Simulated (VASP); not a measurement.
Here is a VASP 6.6.1 calculation.

The input INCAR:

```
SYSTEM = HfF2
ALGO = Normal
EDIFF = 1E-6
ENCUT = 520
GGA = PE
ISIF = 2
ISMEAR = 0
LASPH = .True.
LCHARG = .False.
LREAL = .False.
LWAVE = .False.
NBANDS = 19
NELM = 100
PREC = Accurate
SIGMA = 0.1
```

Contents of KPOINTS:

```
k-points
0
Gamma
  14 14 14
  0 0 0
```

The input POSCAR:

```
HfF2
1.0
    0.0000000000      2.6983227764      2.6983227764
    2.6983227764      0.0000000000      2.6983227764
    2.6983227764      2.6983227764      0.0000000000
Hf F
1 2
Direct
    0.0000000000      0.0000000000      0.0000000000
    0.2500000000      0.2500000000      0.2500000000
    0.7500000000      0.7500000000      0.7500000000
```

Potentials or basis: VASP PAW PBE potentials, release 64 (Hf_pv, F).

Run with:

```bash
$ cat potpaw_PBE.64/Hf_pv/POTCAR potpaw_PBE.64/F/POTCAR > POTCAR
$ mpirun -np 1 vasp_std > vasp.out
```

(1) What does it give for the pressure?

(2) Predict the band gap on the k mesh.

Answers

(1) -2.2 GPa.

(2) zero (bands 12 and 13 overlap by 0.44 eV).

Caveat: spin-orbit coupling is left out, which moves the levels of the heavy elements.
